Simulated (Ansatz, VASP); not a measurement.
PbO: VASP beside Ansatz

File POSCAR:

```
PbO
1.0
    4.2791750958      0.0000000000      0.0000000000
   -2.1395875479      3.7058743402      0.0000000000
    0.0000000000      0.0000000000      5.7325581289
Pb O
2 2
Direct
    0.3333333333      0.6666666667     -0.0195315528
    0.6666666667      0.3333333333      0.4804684472
    0.3333333333      0.6666666667      0.3945315528
    0.6666666667      0.3333333333      0.8945315528
```

INCAR.step1

```
SYSTEM = PbO
PREC = Accurate ; ENCUT = 520
ISMEAR = 0 ; SIGMA = 0.01
LREAL = .False. ; LASPH = .True.
NELM = 100 ; NBANDS = 28
GGA = PE ; ALGO = Normal
EDIFF = 1E-4 ; LWAVE = .True.
LCHARG = .False.
```

Contents of INCAR.step2:

```
SYSTEM = PbO
PREC = Accurate ; ENCUT = 520
EDIFF = 1E-7 ; ISMEAR = 0
SIGMA = 0.01 ; LREAL = .False.
LASPH = .True. ; NELM = 100
ALGO = Normal ; ISIF = 2
LWAVE = .False. ; LCHARG = .False.
METAGGA = R2SCAN ; LMIXTAU = .True.
NBANDS = 28 ; ISTART = 1
```

KPOINTS

```
Automatic mesh
0
Gamma
  6 6 4
  0 0 0
```

Input for Ansatz:

```yaml
crystal:
  lattice:
    - [4.2791750958, 0.0, 0.0]
    - [-2.1395875479, 3.7058743402, 0.0]
    - [0.0, 0.0, 5.7325581289]
  atoms:
    - { symbol: Pb, position: [0.3333333333, 0.6666666667, -0.0195315528] }
    - { symbol: Pb, position: [0.6666666667, 0.3333333333, 0.4804684472] }
    - { symbol: O, position: [0.3333333333, 0.6666666667, 0.3945315528] }
    - { symbol: O, position: [0.6666666667, 0.3333333333, 0.8945315528] }
kpoints:
  mp_grid: { grid: [6, 6, 4] }
hamiltonian:
  xc: r2scan
scf:
  occupations: { method: fixed }
  n_extra_bands: 5
output:
  forces: true
  stress: true
  eigenvalues: true
```

Alike in both runs: task single point; functional r2SCAN; k mesh 6 × 6 × 4; no spin polarisation.

|  | VASP | Ansatz |
| --- | --- | --- |
| version | VASP 6.6.1 | Ansatz 0.2.0 |
| potentials or method | VASP PAW PBE potentials, release 64 (Pb_d, O) | plane waves, PAW |
| plane-wave cutoff (eV) | 520 | 500 |
| occupations | gaussian, width 0.01 eV | fixed |
| valence electrons in the cell | 40 | 40 |

```tsv
	VASP	Ansatz	Ansatz less VASP
gap on the k mesh at the Fermi level (eV)	2.10	2.10	-0.001
pressure (GPa)	-3.6	-3.8	-0.19
traceless stress, the component that is largest in VASP (GPa)	-0.11	-0.19	-0.083
rms of the force components (eV/Å)	0.072	0.090	+0.0184
```

VASP's potentials were made for PBE, not for r2SCAN. Atom by atom the forces differ by 0.018 eV/Å (rms over components).

Neither program's run includes spin-orbit coupling.
